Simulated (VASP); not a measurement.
## Pt: single point with PBE

Pt:

```
Pt
1.0
     0.00000    1.98502    1.98502
     1.98502    0.00000    1.98502
     1.98502    1.98502    0.00000
Pt
1
Cartesian
  0.0000 0.0000 0.0000
```

- Program: VASP 6.6.1
- Task: single point
- Functional: PBE
- Potentials or basis: VASP PAW PBE potentials, release 64 (Pt)
- Cutoff: 500 eV
- k mesh: 24 × 24 × 24
- Occupations: gaussian, width 0.1 eV
- Spin: no spin polarisation
- Dipole correction: no
- Further INCAR settings: ALGO = Normal; EDIFF = 1e-06; NBANDS = 11

The pressure is -0.5 GPa. The band gap on the k mesh is zero (band 5 reaches 11.03 eV, above the bottom of band 6 at 8.94 eV).

Levels at points of the mesh, in eV from the Fermi level:
```tsv
k point	band 2	band 3	band 4	band 5	band 6	band 7	band 8	band 9
(0.00, 0.00, 0.00)	-3.56	-3.56	-3.56	-1.53	-1.53	14.75	19.51	19.51
(0.50, 0.00, 0.00)	-3.61	-3.61	-0.31	0.04	0.04	5.58	14.30	18.74
(0.50, 0.50, 0.00)	-6.23	0.01	0.47	0.47	1.86	8.50	11.29	11.29
```

It took 18 s on 1 thread of Intel(R) Xeon(R) 6975P-C (Granite Rapids), on a shared host, peak memory 0.18 GiB.

Caveat: spin-orbit coupling is left out, which moves the levels of the heavy elements.
